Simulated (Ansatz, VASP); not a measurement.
BAs: VASP beside Ansatz

File INCAR:

```
SYSTEM = BAs
PREC = Accurate
ENCUT = 500
EDIFF = 1E-6
ISMEAR = 0
SIGMA = 0.05
LREAL = .FALSE.
LASPH = .TRUE.
NELM = 120
ALGO = Normal
ISIF = 2
LWAVE = .FALSE.
LCHARG = .FALSE.
GGA = CA
NBANDS = 11
GGA_COMPAT = .FALSE.
```

Contents of KPOINTS:

```
regular mesh
0
G
  6 6 6
  0 0 0
```

Contents of POSCAR:

```
BAs
1.0
    0.0000000000      2.3662960400      2.3662960400
    2.3662960400      0.0000000000      2.3662960400
    2.3662960400      2.3662960400      0.0000000000
B As
1 1
Direct
    0.0000000000      0.0000000000      0.0000000000
    0.2500000000      0.2500000000      0.2500000000
```

Input for Ansatz:

```yaml
crystal:
  lattice:
    - [0.0, 2.36629604, 2.36629604]
    - [2.36629604, 0.0, 2.36629604]
    - [2.36629604, 2.36629604, 0.0]
  atoms:
    - { symbol: B, position: [0.0, 0.0, 0.0] }
    - { symbol: As, position: [0.25, 0.25, 0.25] }
basis:
  ecutwfc: 420
kpoints:
  mp_grid: { grid: [6, 6, 6] }
hamiltonian:
  xc: lda
scf:
  occupations: { method: gaussian, width: 0.05 }
output:
  forces: true
  stress: true
  eigenvalues: true
```

Alike in both runs: task single point; functional LDA; k mesh 6 × 6 × 6; occupations gaussian, width 0.05 eV; no spin polarisation.

```csv
,VASP,Ansatz
version,VASP 6.6.1,Ansatz 0.2.0
potentials or method,"VASP PAW LDA potentials, release 64 (B, As), cutoff 500 eV","scalar-relativistic, plane waves, PAW"
valence electrons in the cell,8,18
```

```csv
,VASP,Ansatz,Ansatz less VASP
gap on the k mesh at the Fermi level (eV),1.20,1.21,+0.008
least direct gap on the mesh (eV),3.28,3.29,+0.004
pressure (GPa),1.0,0.0,-0.96
```

LDA's correlation is that of Perdew and Zunger in VASP and of Perdew and Wang (1992) in Ansatz. VASP's potentials hold 8 valence electrons a cell and Ansatz's 18, so a difference there can come from the potentials and not from the codes.
